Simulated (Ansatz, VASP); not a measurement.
# One calculation of KCl, two programs

The input INCAR:

```
SYSTEM = KCl
  PREC = Accurate
  ENCUT = 520
  EDIFF = 1E-6
  ISMEAR = 0
  SIGMA = 0.05
  LREAL = .FALSE.
  LASPH = .TRUE.
  NELM = 80
  ALGO = Normal
  ISIF = 2
  LWAVE = .FALSE.
  LCHARG = .FALSE.
  NBANDS = 15
```

KPOINTS

```
Automatic mesh
0
G
  6 6 6
  0 0 0
```

The input POSCAR:

```
KCl
1.0
    3.6472362000      0.0000000000      0.0000000000
    0.0000000000      3.6472362000      0.0000000000
    0.0000000000      0.0000000000      4.0311558000
K Cl
1 1
Direct
    0.0000000000      0.0000000000      0.0000000000
    0.5000000000      0.5000000000      0.5000000000
```

Input for Ansatz:

```yaml
crystal:
  lattice:
    - [3.6472362, 0.0, 0.0]
    - [0.0, 3.6472362, 0.0]
    - [0.0, 0.0, 4.0311558]
  atoms:
    - { symbol: K, position: [0.0, 0.0, 0.0] }
    - { symbol: Cl, position: [0.5, 0.5, 0.5] }
basis:
  ecutwfc: 420
kpoints:
  mp_grid: { grid: [6, 6, 6] }
hamiltonian:
  xc: lda
scf:
  occupations: { method: gaussian, width: 0.05 }
output:
  forces: true
  stress: true
  eigenvalues: true
```

Change from the starting cell: strain -0.050 along x and y, +0.050 along z, atoms carried along.

Alike in both runs: task single point; functional LDA; k mesh 6 × 6 × 6; occupations gaussian, width 0.05 eV; no spin polarisation.

|  | VASP | Ansatz |
| --- | --- | --- |
| version | VASP 6.6.1 | Ansatz 0.2.0 |
| potentials or method | VASP PAW LDA potentials, release 64 (K_sv, Cl), cutoff 520 eV | scalar-relativistic, plane waves, PAW |
| valence electrons in the cell | 16 | 16 |

VASP gave:

```
gap on the k mesh at the Fermi level (eV)                     : 4.26
least direct gap on the mesh (eV)                             : 4.46
pressure (GPa)                                                : -2.3
traceless stress, the component that is largest in VASP (GPa) : -2.99
```

**Question.** Which values does Ansatz return?

**Answer.** gap on the k mesh at the Fermi level (eV): 4.25; least direct gap on the mesh (eV): 4.46; pressure (GPa): -2.4; traceless stress, the component that is largest in VASP (GPa): -3.00.

LDA's correlation is that of Perdew and Zunger in VASP and of Perdew and Wang (1992) in Ansatz.
